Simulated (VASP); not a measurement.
# CoPdC4N4 (P-43m) in VASP: relaxation of cell and atoms with PBE

Aim: the relaxation of cell and atoms of CoPdC4N4 with PBE.

Everything below comes from runs of VASP 6.6.1. Logs are shortened: lines on timing, memory, paths and dates and some standing lists are left out, and cuts for length are marked.

### 1 The cell of the first run

It takes space group P-43m (No. 215, cubic). The conventional cell has a = 5.945 Å, b = 5.945 Å, c = 5.945 Å, α = 90.00°, β = 90.00°, γ = 90.00°. Within 2.5 Å of Co (site symmetry -43m) lie 4 C at 1.90 Å. Within 2.8 Å of Pd (site symmetry -43m) lie 4 N at 2.08 Å. C (site symmetry 3m) has 1 N at 1.17 Å within 1.6 Å. Within 1.6 Å of N (site symmetry 3m) lie 1 C at 1.17 Å.

### 2 Relaxation of cell and atoms, PBE, collinear spin, ferrimagnetic start

INCAR

```
PREC = Accurate
ENCUT = 600
EDIFF = 1E-7
ISMEAR = 0
SIGMA = 0.1
LREAL = False
LASPH = True
NELM = 200
ALGO = Normal
ISIF = 3
LWAVE = False
LCHARG = False
ISPIN = 2
MAGMOM = 1.83 -0.96 0 0 0 0 0 0 0 0
LORBIT = 11
LMAXMIX = 4
GGA = PE
IBRION = 2
NSW = 100
EDIFFG = -0.01
GGA_COMPAT = False
NELMIN = 4
KPAR = 4
```

KPOINTS

```
Automatic mesh
0
Gamma
  6 6 6
```

POSCAR

```
CoPdC4N4
1.0
    5.9452504194      0.0000000000      0.0000000000
    0.0000000000      5.9452504194      0.0000000000
    0.0000000000      0.0000000000      5.9452504194
Co Pd C N
1 1 4 4
Direct
    0.0000000000      0.0000000000      0.0000000000
    0.5000000000      0.5000000000      0.5000000000
    0.1841462909      0.1841462909      0.1841462909
    0.1841462909      0.8158537091      0.8158537091
    0.8158537091      0.1841462909      0.8158537091
    0.8158537091      0.8158537091      0.1841462909
    0.2981945251      0.2981945251      0.2981945251
    0.2981945251      0.7018054749      0.7018054749
    0.7018054749      0.2981945251      0.7018054749
    0.7018054749      0.7018054749      0.2981945251
```

Potentials or basis: VASP PAW PBE potentials, release 64 (Co, Pd, C, N).

Run with:

```console
$ cat potpaw_PBE.64/Co/POTCAR potpaw_PBE.64/Pd/POTCAR potpaw_PBE.64/C/POTCAR potpaw_PBE.64/N/POTCAR > POTCAR
$ mpirun -np 4 vasp_std > vasp.out
```

OUTCAR:

```text
PREC = Accurate
   ENCUT = 600
   EDIFF = 1E-7
   ISMEAR = 0
   LREAL = False
   LASPH = True
   NELM = 200
   ISIF = 3
   ISPIN = 2
   LORBIT = 11
   GGA = PE
   IBRION = 2
   NSW = 100
   EDIFFG = -0.01
   NELMIN = 4

 ion  position               nearest neighbor table
   1  0.000  0.000  0.000-   3 1.90   4 1.90   5 1.90   6 1.90
   2  0.500  0.500  0.500-   7 2.08   8 2.08   9 2.08  10 2.08
   3  0.184  0.184  0.184-   7 1.17   1 1.90
   4  0.184  0.816  0.816-   8 1.17   1 1.90
   5  0.816  0.184  0.816-   9 1.17   1 1.90
   6  0.816  0.816  0.184-  10 1.17   1 1.90
   7  0.298  0.298  0.298-   3 1.17   2 2.08
   8  0.298  0.702  0.702-   4 1.17   2 2.08
   9  0.702  0.298  0.702-   5 1.17   2 2.08
  10  0.702  0.702  0.298-   6 1.17   2 2.08

  LATTYP: Found a simple cubic cell.
 ALAT       =     5.9452504194

  Lattice vectors:

 A1 = (   5.9452504194,   0.0000000000,   0.0000000000)
 A2 = (   0.0000000000,   5.9452504194,   0.0000000000)
 A3 = (   0.0000000000,   0.0000000000,   5.9452504194)

Analysis of symmetry for initial positions (statically):
=====================================================================
 Subroutine PRICEL returns:
 Original cell was already a primitive cell.

 Routine SETGRP: Setting up the symmetry group for a
 simple cubic supercell.

 Subroutine GETGRP returns: Found 24 space group operations
 (whereof 24 operations were pure point group operations)
 out of a pool of 48 trial point group operations.

The static configuration has the point symmetry T_d .

Analysis of symmetry for dynamics (positions and initial velocities):
=====================================================================
 Subroutine PRICEL returns:
 Original cell was already a primitive cell.

 Routine SETGRP: Setting up the symmetry group for a
 simple cubic supercell.

 Subroutine GETGRP returns: Found 24 space group operations
 (whereof 24 operations were pure point group operations)
 out of a pool of 48 trial point group operations.

The dynamic configuration has the point symmetry T_d .

Analysis of structural, dynamic, and magnetic symmetry:
=====================================================================
 Subroutine PRICEL returns:
 Original cell was already a primitive cell.

 Routine SETGRP: Setting up the symmetry group for a
 simple cubic supercell.

 Subroutine GETGRP returns: Found 24 space group operations
 (whereof 24 operations were pure point group operations)
 out of a pool of 48 trial point group operations.

The overall configuration has the point symmetry T_d .

 Subroutine INISYM returns: Found 24 space group operations
 (whereof 24 operations are pure point group operations),
 and found     1 'primitive' translations

----------------------------------------------------------------------------------------

                                     Primitive cell

  volume of cell :     210.1408

  direct lattice vectors                    reciprocal lattice vectors
     5.945250419  0.000000000  0.000000000     0.168201494  0.000000000  0.000000000
     0.000000000  5.945250419  0.000000000     0.000000000  0.168201494  0.000000000
     0.000000000  0.000000000  5.945250419     0.000000000  0.000000000  0.168201494

  length of vectors
     5.945250419  5.945250419  5.945250419     0.168201494  0.168201494  0.168201494

  position of ions in fractional coordinates (direct lattice)
     0.000000000  0.000000000  0.000000000
     0.500000000  0.500000000  0.500000000
     0.184146291  0.184146291  0.184146291
     0.184146291  0.815853709  0.815853709
     0.815853709  0.184146291  0.815853709
     0.815853709  0.815853709  0.184146291
     0.298194525  0.298194525  0.298194525
     0.298194525  0.701805475  0.701805475
     0.701805475  0.298194525  0.701805475
     0.701805475  0.701805475  0.298194525

  ion indices of the primitive-cell ions
   primitive index   ion index
                 1           1
[... 27 lines left out ...]

  Shift w.r.t. Gamma in fractional coordinates (k-lattice)
     0.000000000  0.000000000  0.000000000

 Subroutine IBZKPT returns following result:
 ===========================================

 Found     20 irreducible k-points:

 Following reciprocal coordinates:
            Coordinates               Weight
  0.000000  0.000000  0.000000      1.000000
  0.166667  0.000000  0.000000      6.000000
  0.333333  0.000000  0.000000      6.000000
  0.500000  0.000000  0.000000      3.000000
  0.166667  0.166667  0.000000     12.000000
  0.333333  0.166667  0.000000     24.000000
[... 12 lines left out ...]
  0.500000  0.500000  0.333333      6.000000
  0.500000  0.500000  0.500000      1.000000
   k-points           NKPTS =     20   k-points in BZ     NKDIM =     20   number of bands    NBANDS=     33
   number of dos      NEDOS =    301   number of ions     NIONS =     10
   total plane-waves  NPLWV = 110592
   dimension x,y,z NGX =    48 NGY =   48 NGZ =   48
   dimension x,y,z NGXF=    96 NGYF=   96 NGZF=   96
   ions per type =               1   1   4   4
   NGX,Y,Z   is equivalent  to a cutoff of  13.42, 13.42, 13.42 a.u.
   NGXF,Y,Z  is equivalent  to a cutoff of  26.84, 26.84, 26.84 a.u.
 SYSTEM =  unknown system
   PREC   = accura    normal or accurate (medium, high low for compatibility)
   ISTART =      0    job   : 0-new  1-cont  2-samecut
   ICHARG =      2    charge: 1-file 2-atom 10-const
   ISPIN  =      2    spin polarized calculation?
   LNONCOLLINEAR =      F non collinear calculations
   LSORBIT =      F    spin-orbit coupling
   LASPH  =      T    aspherical Exc in radial PAW
   ENCUT  =  600.0 eV  44.10 Ry    6.64 a.u.  11.87 11.87 11.87*2*pi/ulx,y,z
   NELM   =    200;   NELMIN=  4; NELMDL= -5     # of ELM steps
   EDIFF  = 0.1E-06   stopping-criterion for ELM
   LREAL  =      F    real-space projection
   EDIFFG = -.1E-01   stopping-criterion for IOM
   NSW    =    100    number of steps for IOM
   IBRION =      2    ionic relax: 0-MD 1-quasi-New 2-CG
   NFREE  =      1    steps in history (QN), initial steepest desc. (CG)
   ISIF   =      3    stress and relaxation
   ISYM   =      2    0-nonsym 1-usesym 2-fastsym
   POTIM  = 0.5000    time-step for ionic-motion
   TEBEG  =    0.0;   TEEND  =   0.0 temperature during run
   PSTRESS=    0.0 pullay stress
   NELECT =      55.0000    total number of electrons
   NUPDOWN=      -1.0000    fix difference up-down
   EMIN   =  10.00;   EMAX   =-10.00  energy-range for DOS
   EFERMI =   0.00;   METHOD = LEGACY
   ISMEAR =     0;   SIGMA  =   0.10  broadening in eV -4-tet -1-fermi 0-gaus
   EFERMI_NEDOS =   21; number of points for ismear=-14 and -15
   IALGO  =     38    algorithm
   IMIX   =      4    mixing-type and parameters
     AMIX     =   0.40;   BMIX     =  1.00
     AMIX_MAG =   1.60;   BMIX_MAG =  1.00
  volume/ion in A,a.u.               =      21.01       141.81
  Fermi-wavevector in a.u.,A,eV,Ry     =   1.047190  1.978903 14.920249  1.096607
  Thomas-Fermi vector in A             =   2.182060
   LORBIT       =     11    0 simple, 1 ext, 2 COOP (PROOUT), +10 PAW based schemes
   GGA     = PE    functional components
   LHFCALC =     F    Hartree Fock is set to
   AEXX    =    0.0000 exact exchange contribution
   IVDW    =     0    specifies the selected vdW correction
   LEPSILON=     F    determine dielectric tensor
   LRPA    =     F    only Hartree local field effects (RPA)
 conjugate gradient relaxation of ions
 spin polarized calculation
 Gauss-broadening in eV      SIGMA  =   0.10
  energy-cutoff  :      600.00
  volume of cell :      210.14
 maximum number of plane-waves:      7088
 NGX is ok and might be reduce to    48
   NGX = 23   NGY = 23   NGZ = 23

--------------------------------------- Ionic step        1  -------------------------------------------

 number of electron      54.9999992 magnetization       1.0000795

 Free energy of the ion-electron system (eV)
  ---------------------------------------------------
  ext. energy  EPLUGINS =         0.00000000
  ---------------------------------------------------
  free energy    TOTEN  =       -75.35147899 eV

  energy without entropy =      -75.31358625  energy(sigma->0) =      -75.33253262

------------------------ aborting loop because EDIFF is reached ----------------------------------------

  FORCE on cell =-STRESS in cart. coord.  units (eV):
  Direction    XX          YY          ZZ          XY          YZ          ZX
  --------------------------------------------------------------------------------------
  -------------------------------------------------------------------------------------
  Total        0.3168979      0.3168979      0.3168979      0.0000000     -0.0000000      0.0000000
  in kB        2.4161257      2.4161257      2.4161257      0.0000000     -0.0000000      0.0000000
  external PRESSURE =       2.4161257 kB  Pullay stress =       0.0000000 kB
[... 207 lines left out ...]
--------------------------------------- Ionic step        6  -------------------------------------------

 number of electron      54.9999993 magnetization       1.0000001

 Free energy of the ion-electron system (eV)
  ---------------------------------------------------
  ext. energy  EPLUGINS =         0.00000000
  ---------------------------------------------------
  free energy    TOTEN  =       -75.35435295 eV

  energy without entropy =      -75.31716174  energy(sigma->0) =      -75.33575735

 E-fermi :  -1.1872     XC(G=0):  -7.1742

 val. band max:       -1.1938203689   @ k =   0.3333   0.3333   0.3333
 cond. band min:      -1.1174334699   @ k =   0.1667   0.1667   0.0000
 fundamental gap:      0.0763868989
 Fermi energy:        -1.1872300699

 spin component 1

 k-point     1 :       0.0000    0.0000    0.0000
  band No.  band energies     occupation
      1     -18.4768      1.00000
      2     -18.3761      1.00000
      3     -18.3761      1.00000
      4     -18.3761      1.00000
      5      -8.9563      1.00000
      6      -8.1268      1.00000
[... 709 lines left out ...]
     32       3.6699      0.00000
     33       3.6700      0.00000
 Fermi energy:        -1.1872300699

 spin component 2

 k-point     1 :       0.0000    0.0000    0.0000
  band No.  band energies     occupation
      1     -18.4796      1.00000
      2     -18.3802      1.00000
      3     -18.3802      1.00000
      4     -18.3802      1.00000
      5      -8.8989      1.00000
      6      -8.2242      1.00000
[... 746 lines left out ...]
  FREE ENERGIE OF THE ION-ELECTRON SYSTEM (eV)
  ---------------------------------------------------
  free  energy   TOTEN  =       -75.3543529535 eV

  energy  without entropy=      -75.3171617379  energy(sigma->0) =      -75.33575735

 reached required accuracy - stopping structural energy minimisation

 total charge

# of ion       s       p       d       tot
------------------------------------------
    1        0.513   0.698   7.192   8.403
    2        0.391   0.570   8.258   9.219
    3        0.961   1.614   0.000   2.574
    4        0.961   1.614   0.000   2.574
    5        0.961   1.614   0.000   2.574
    6        0.961   1.614   0.000   2.574
    7        1.300   2.541   0.000   3.841
    8        1.300   2.541   0.000   3.841
    9        1.300   2.541   0.000   3.841
   10        1.300   2.541   0.000   3.841
--------------------------------------------------
tot          9.949  17.885  15.450  43.285

 magnetization (x)

# of ion       s       p       d       tot
------------------------------------------
    1        0.009   0.130   1.696   1.835
    2       -0.001  -0.059  -0.962  -1.022
    3        0.013  -0.017   0.000  -0.005
    4        0.013  -0.017   0.000  -0.005
    5        0.013  -0.017   0.000  -0.005
    6        0.013  -0.017   0.000  -0.005
    7       -0.007   0.002   0.000  -0.005
    8       -0.007   0.002   0.000  -0.005
    9       -0.007   0.002   0.000  -0.005
   10       -0.007   0.002   0.000  -0.005
--------------------------------------------------
tot          0.029   0.010   0.734   0.772
```

Run time: 6.9 min. Hardware: 4 MPI ranks of Intel Xeon Platinum 8488C (Sapphire Rapids), shared host; peak memory 0.61 GiB.

Results:

```
Free energy                                           : -75.3544 eV
Relaxed volume                                        : 20.93 Å³/atom
Relaxed cell                                          : a = 5.938 Å, b = 5.938 Å, c = 5.938 Å, α = 90.00°, β = 90.00°, γ = 90.00°
Space group after relaxing (to 0.1 Å)                 : P-43m (No. 215)
Energy gained by relaxing                             : 0.3 meV/atom
Ionic steps                                           : 6
Pressure after relaxing                               : 0.0 GPa
Largest force after relaxing                          : 0.006 eV/Å
Band gap on the k mesh                                : zero (filled and empty bands overlap)
Net moment                                            : 1.00 μB per cell
Site moments                                          : Co +1.83; Pd -1.02; C -0.01; N -0.01 μB
Valence electrons inside the program's atomic spheres : Co 8.40; Pd 9.22; C 2.57; N 3.84
```

Forces on the atoms (eV/Å):
```
Co   0.000  0.000  0.000
Pd   0.000  0.000  0.000
C   -0.003 -0.003 -0.003
C   -0.003  0.003  0.003
C    0.003 -0.003  0.003
C    0.003  0.003 -0.003
N   -0.001 -0.001 -0.001
N   -0.001  0.001  0.001
N    0.001 -0.001  0.001
N    0.001  0.001 -0.001
```

The path:
```csv
step,energy change (eV),largest force (eV/Å),pressure (GPa),volume (Å³)
1,0.0000,0.3637,0.24,210.14
2,0.1967,2.9593,-3.70,211.11
3,-0.0023,0.0139,-0.17,210.23
4,-0.0023,0.0200,-0.16,210.23
5,-0.0028,0.0120,-0.08,209.71
6,-0.0029,0.0059,-0.01,209.35
```

Final structure:
```
Co Pd C N
1.0
     5.93776    0.00000    0.00000
     0.00000    5.93776    0.00000
     0.00000    0.00000    5.93776
Co Pd C N
1 1 4 4
Direct
  0.00000 0.00000 0.00000
  0.50000 0.50000 0.50000
  0.18383 0.18383 0.18383
  0.18383 0.81617 0.81617
  0.81617 0.18383 0.81617
  0.81617 0.81617 0.18383
  0.29834 0.29834 0.29834
  0.29834 0.70166 0.70166
  0.70166 0.29834 0.70166
  0.70166 0.70166 0.29834
```

Caveat: a cell with one magnetic atom can't hold antiferromagnetic order, which such compounds often take.
